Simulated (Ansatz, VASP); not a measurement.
**W: VASP beside Ansatz**

The input POSCAR:

```
W
1.0
    0.0000000000      1.7255000000      2.0300000000
    2.0300000000      0.0000000000      2.0300000000
    2.0300000000      1.7255000000      0.0000000000
W
1
Direct
    0.0000000000      0.0000000000      0.0000000000
```

Contents of INCAR.step1:

```
SYSTEM = W
ALGO = Normal ; EDIFF = 1E-4
ENCUT = 520 ; GGA = PE
ISMEAR = 0 ; LASPH = .True.
LCHARG = .False. ; LREAL = .False.
LWAVE = .True. ; NBANDS = 13
NELM = 60 ; PREC = Accurate
SIGMA = 0.15
```

INCAR.step2

```
SYSTEM = W
ALGO = Normal ; EDIFF = 1E-6
ENCUT = 520 ; ISIF = 2
ISMEAR = 0 ; ISTART = 1
LASPH = .True. ; LCHARG = .True.
LELF = .True. ; LMIXTAU = .True.
LREAL = .False. ; LVHAR = .True.
LWAVE = .False. ; METAGGA = R2SCAN
NBANDS = 13 ; NELM = 60
PREC = Accurate ; SIGMA = 0.15
```

File KPOINTS:

```
k-points
0
Gamma
  20 20 20
  0 0 0
```

Input for Ansatz:

```yaml
crystal:
  lattice:
    - [0.0, 1.7255, 2.03]
    - [2.03, 0.0, 2.03]
    - [2.03, 1.7255, 0.0]
  atoms:
    - { symbol: W, position: [0.0, 0.0, 0.0] }
basis:
  ecutwfc: 500
kpoints:
  mp_grid: { grid: [20, 20, 20] }
hamiltonian:
  xc: r2scan
scf:
  occupations: { method: gaussian, width: 0.15 }
output:
  forces: true
  stress: true
  eigenvalues: true
```

Change from the starting cell: strain -0.1500 x Voigt [0, 1, 0, 0, 0, 0], atoms carried along.

Alike in both runs: task single point; functional r2SCAN; k mesh 20 × 20 × 20; occupations gaussian, width 0.15 eV; no spin polarisation.

|  | VASP | Ansatz |
| --- | --- | --- |
| version | VASP 6.6.1 | Ansatz 0.2.0 |
| potentials or method | VASP PAW PBE potentials, release 64 (W_sv), cutoff 520 eV | scalar-relativistic, plane waves, PAW |
| valence electrons in the cell | 14 | 14 |

Ansatz gave:

```
gap on the k mesh at the Fermi level (eV)                     : none
pressure (GPa)                                                : 49.6
traceless stress, the component that is largest in VASP (GPa) : -30.24
```

What did VASP give for the same quantities?

gap on the k mesh at the Fermi level (eV): none; pressure (GPa): 51.6; traceless stress, the component that is largest in VASP (GPa): -30.22.

VASP's potentials were made for PBE, not for r2SCAN. A gap of «none» marks a metal or a gap that the smearing closes. Both programs put the cell under a high pressure, so it lies far from rest at this level. The functional is the same, so the differences come from potentials, cutoffs and numerics.

Spin-orbit coupling is off throughout.
